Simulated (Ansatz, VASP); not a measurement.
**BN in VASP and in Ansatz**

File POSCAR:

```
BN
1.0
    0.0236432017      1.8048245542      1.8048245542
    1.8048245542      0.0236432017      1.8048245542
    1.8284677559      1.8284677559      0.0000000000
B N
1 1
Direct
    0.0001192129      0.0001192129     -0.0001192129
    0.2498807871      0.2498807871      0.2501192129
```

File INCAR.step1:

```
SYSTEM = BN
ALGO     = Normal         ! electronic algorithm
EDIFF    = 1E-4           ! SCF threshold, eV
ENCUT    = 520            ! plane-wave cutoff, eV
GGA      = PE             ! functional
ISMEAR   = 0              ! smearing method
LASPH    = .TRUE.         ! aspherical terms in the spheres
LCHARG   = .FALSE.        ! write CHGCAR
LREAL    = .FALSE.        ! projectors in reciprocal space
LWAVE    = .TRUE.         ! write WAVECAR
NBANDS   = 11             ! bands
NELM     = 80             ! most SCF steps
PREC     = Accurate       ! precision mode
SIGMA    = 0.01           ! smearing width, eV
```

INCAR.step2

```
SYSTEM = BN
ALGO     = Normal         ! electronic algorithm
EDIFF    = 1E-6           ! SCF threshold, eV
ENCUT    = 520            ! plane-wave cutoff, eV
ISIF     = 2              ! what is computed and relaxed
ISMEAR   = 0              ! smearing method
ISTART   = 1            
LASPH    = .TRUE.         ! aspherical terms in the spheres
LCHARG   = .TRUE.         ! write CHGCAR
LELF     = .TRUE.         ! ELF
LMIXTAU  = .TRUE.       
LREAL    = .FALSE.        ! projectors in reciprocal space
LVHAR    = .TRUE.       
LWAVE    = .FALSE.        ! write WAVECAR
METAGGA  = R2SCAN         ! meta-GGA
NBANDS   = 11             ! bands
NELM     = 80             ! most SCF steps
PREC     = Accurate       ! precision mode
SIGMA    = 0.01           ! smearing width, eV
```

Contents of KPOINTS:

```
k-points
0
G
  12 12 12
  0 0 0
```

Input for Ansatz:

```yaml
crystal:
  lattice:
    - [0.0236432017, 1.8048245542, 1.8048245542]
    - [1.8048245542, 0.0236432017, 1.8048245542]
    - [1.8284677559, 1.8284677559, 0.0]
  atoms:
    - { symbol: B, position: [0.0001192129, 0.0001192129, -0.0001192129] }
    - { symbol: "N", position: [0.2498807871, 0.2498807871, 0.2501192129] }
kpoints:
  mp_grid: { grid: [12, 12, 12] }
  band_path:
    path:
      - [0.0, 0.0, 0.0]
      - [-0.5, -0.5, 0.0]
      - [-0.375, -0.375, 0.25]
      - [-0.375, 0.0, 0.375]
      - [0.0, 0.0, 0.5]
      - [-0.5, -0.25, 0.25]
    npoints: 1
hamiltonian:
  xc: r2scan
scf:
  occupations: { method: fixed }
  n_extra_bands: 4
output:
  forces: true
  stress: true
  eigenvalues: true
  write_density: true
  write_potential: true
  elf: true
  volumetric_format: npy
```

Change from the starting cell: shear_xy strain +2.6%.

Alike in both runs: task single point; functional r2SCAN; k mesh 12 × 12 × 12; no spin polarisation.

|  | VASP | Ansatz |
| --- | --- | --- |
| version | VASP 6.6.1 | Ansatz 0.2.0 |
| potentials or method | VASP PAW PBE potentials, release 64 (B, N) | plane waves, PAW |
| plane-wave cutoff (eV) | 520 | 500 |
| occupations | gaussian, width 0.01 eV | fixed |
| valence electrons in the cell | 8 | 8 |

```tsv
	VASP	Ansatz	Ansatz less VASP
gap on the k mesh at the Fermi level (eV)	4.87	4.89	+0.021
pressure (GPa)	1.5	0.3	-1.12
traceless stress, the component that is largest in VASP (GPa)	-12.33	-12.26	+0.073
rms of the force components (eV/Å)	0.003	0.000	-0.0034
```

VASP's potentials were made for PBE, not for r2SCAN. Atom by atom the forces differ by 0.003 eV/Å (rms over components).
